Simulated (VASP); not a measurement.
## Hf: single point with PBE+D3(BJ)

The system is Hf.

```
Hf
1.0
     3.17126    0.00000    0.00000
    -1.58563    2.74639    0.00000
     0.00000    0.00000    5.01655
Hf
2
Direct
  0.33333 0.66667 0.25000
  0.66667 0.33333 0.75000
```

```
Program                : VASP 6.6.1
Task                   : single point
Functional             : PBE
Dispersion             : D3(BJ)
Potentials or basis    : VASP PAW PBE potentials, release 64 (Hf_pv)
Cutoff                 : 520 eV
k mesh                 : 15 × 15 × 8
Occupations            : gaussian, width 0.1 eV
Spin                   : no spin polarisation
Dipole correction      : no
Further INCAR settings : ALGO = Fast; EDIFF = 1e-07; NBANDS = 17
```

```json
{
 "Pressure": "-0.4 GPa",
 "Band gap on the k mesh": "zero (band 10 reaches 6.27 eV, above the bottom of band 11 at 4.64 eV)",
 "Dispersion energy per atom": "-0.462 eV"
}
```

Stress tensor (GPa, compression positive):
```
-0.40  0.00  0.00
 0.00 -0.40  0.00
 0.00  0.00 -0.51
```

Levels at points of the mesh, in eV from the Fermi level:
| k point | band 6 | band 7 | band 8 | band 9 | band 10 | band 11 | band 12 | band 13 | band 14 | band 15 |
| --- | --- | --- | --- | --- | --- | --- | --- | --- | --- | --- |
| (0.00, 0.00, 0.00) | -30.12 | -7.47 | -3.79 | 0.72 | 1.18 | 1.18 | 1.47 | 2.03 | 2.03 | 2.68 |
| (0.00, 0.00, 0.50) | -30.19 | -5.45 | -5.45 | 0.13 | 0.13 | 1.07 | 1.07 | 1.07 | 1.07 | 4.91 |

Run time: 54 s on 1 thread of Intel(R) Xeon(R) Platinum 8559C (Emerald Rapids), on a shared host, peak memory 0.23 GiB.

Caveat: spin-orbit coupling is left out, which moves the levels of the heavy elements; pairwise dispersion overbinds metals, which lowers pressure and volume.
